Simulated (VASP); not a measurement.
SnO2:

```
Sn O
1.0
     0.00000    2.55687    2.55687
     2.55687    0.00000    2.55687
     2.55687    2.55687    0.00000
Sn O
1 2
Direct
  0.00000 0.00000 0.00000
  0.75000 0.75000 0.75000
  0.25000 0.25000 0.25000
```

Program: VASP 6.6.1. Alike in all runs: task single point; no spin polarisation; cell as given; k mesh 9 × 9 × 9; cutoff (eV) 520; smearing fermi-dirac 0.05 eV.

Task: Order these runs on this cell by their pressure, lowest first.
A. level LDA; potentials or basis VASP PAW LDA potentials, release 64 (Sn_d, O)
B. level PBE; potentials or basis VASP PAW PBE potentials, release 64 (Sn_d, O)
C. level PBEsol; potentials or basis VASP PAW PBE potentials, release 64 (Sn_d, O)
D. level r2SCAN; potentials or basis VASP PAW PBE potentials, release 64 (Sn_d, O)

Result: A (-7.9 GPa), D (-4.6 GPa), C (-2.8 GPa), B (4.1 GPa).

Caveats: the PAW data sets were made with another functional, which shifts forces and pressure a little (some runs).
